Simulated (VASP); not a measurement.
Wanted: the native input for a VASP 6.6.1 run.

```
Task                   : relaxation of cell and atoms
Functional             : PBE
Potentials or basis    : VASP PAW PBE potentials, release 64 (Cd, Se)
Cutoff                 : 600 eV
k mesh                 : 3 × 3 × 2
Occupations            : gaussian, width 0.2 eV
Spin                   : no spin polarisation
Dipole correction      : no
Further INCAR settings : ALGO = Normal; EDIFF = 1e-06; IBRION = 2; EDIFFG = -0.08; NSW = 36; ISIF = 3
```

The structure of Cd2Se3 lies in POSCAR:

```
Cd2Se3
1.0
    6.8840916700      0.0000000000      0.0000000000
   -3.4420458400      5.9617982700      0.0000000000
    0.0000000000      0.0000000000      7.8088652600
Cd Se
4 6
Direct
    0.3333333300      0.6666666700      0.6216035100
    0.6666666700      0.3333333300      0.1216035100
    0.3333333300      0.6666666700      0.2919730300
    0.6666666700      0.3333333300      0.7919730300
    0.5247421700      0.4752578300      0.3633507700
    0.5247421700      0.0494843400      0.3633507700
    0.9505156600      0.4752578300      0.3633507700
    0.4752578300      0.5247421700      0.8633507700
    0.4752578300      0.9505156600      0.8633507700
    0.0494843400      0.5247421700      0.8633507700
```

The cell was generated, and may not be a known phase.

The input as run:

INCAR

```
PREC     = Accurate       # precision mode
ENCUT    = 600            # plane-wave cutoff, eV
EDIFF    = 1E-6           # SCF threshold, eV
ISMEAR   = 0              # smearing method
SIGMA    = 0.2            # smearing width, eV
LREAL    = F              # projectors in reciprocal space
LASPH    = T              # aspherical terms in the spheres
NELM     = 80             # most SCF steps
ALGO     = Normal         # electronic algorithm
ISIF     = 3              # what is computed and relaxed
LWAVE    = F              # write WAVECAR
LCHARG   = F              # write CHGCAR
GGA      = PE             # functional
IBRION   = 2              # ionic algorithm
NSW      = 36             # ionic steps
EDIFFG   = -0.08          # ionic threshold
```

KPOINTS

```
regular mesh
0
Gamma
  3 3 2
```

Potentials or basis: VASP PAW PBE potentials, release 64 (Cd, Se).

The run is started by

```console
$ cat potpaw_PBE.64/Cd/POTCAR potpaw_PBE.64/Se/POTCAR > POTCAR
$ mpirun -np 1 vasp_std > vasp.out
```

It gave:

The relaxed volume is 32.37 Å³/atom and the relaxed cell is a = 6.743 Å, b = 6.743 Å, c = 8.221 Å, α = 90.00°, β = 90.00°, γ = 120.00°. The space group after relaxing (to 0.1 Å) is P6/mmm (No. 191), the energy gained by relaxing is 493.7 meV/atom and the ionic steps are 26. The pressure after relaxing is 0.0 GPa and the largest force after relaxing is 0.061 eV/Å. The band gap on the k mesh is zero (bands 42 and 43 overlap by 1.10 eV).

Caveat: the k points lie up to 0.38 Å⁻¹ apart in the final cell, too coarse for converged energies and pressures of a metal; the relaxation stopped at a loose force limit of 0.08 eV/Å, so its end isn't a converged minimum.

Run time: 49 min on 1 thread of Intel(R) Xeon(R) Platinum 8488C (Sapphire Rapids) (shared host), peak memory 0.54 GiB.
